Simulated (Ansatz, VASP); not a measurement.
# Tl: VASP beside Ansatz

```
Tl
1.0
    -1.84395    1.84395    1.98952
     1.84395   -1.84395    1.98952
     1.84395    1.84395   -1.98952
Tl
1
Direct
  0.00000 0.00000 0.00000
```

Change from the starting cell: strain -0.050 along x and y, +0.025 along z, atoms carried along.

Alike in both runs: task single point; functional r2SCAN; k mesh 18 × 18 × 18; occupations gaussian, width 0.15 eV; no spin polarisation.

```csv
,VASP,Ansatz
version,VASP 6.6.1,Ansatz 0.2.0
potentials or method,"VASP PAW PBE potentials, release 64 (Tl_d), cutoff 520 eV","scalar-relativistic, plane waves, PAW"
valence electrons in the cell,13,13
```

|  | VASP | Ansatz | Ansatz less VASP |
| --- | --- | --- | --- |
| gap on the k mesh at the Fermi level (eV) | none | none | - |
| pressure (GPa) | 4.4 | 4.4 | +0.03 |
| traceless stress, the component that is largest in VASP (GPa) | -0.51 | -0.51 | 0.000 |

VASP's potentials were made for PBE, not for r2SCAN. A gap of «none» marks a metal or a gap that the smearing closes.

Spin-orbit coupling is off throughout.
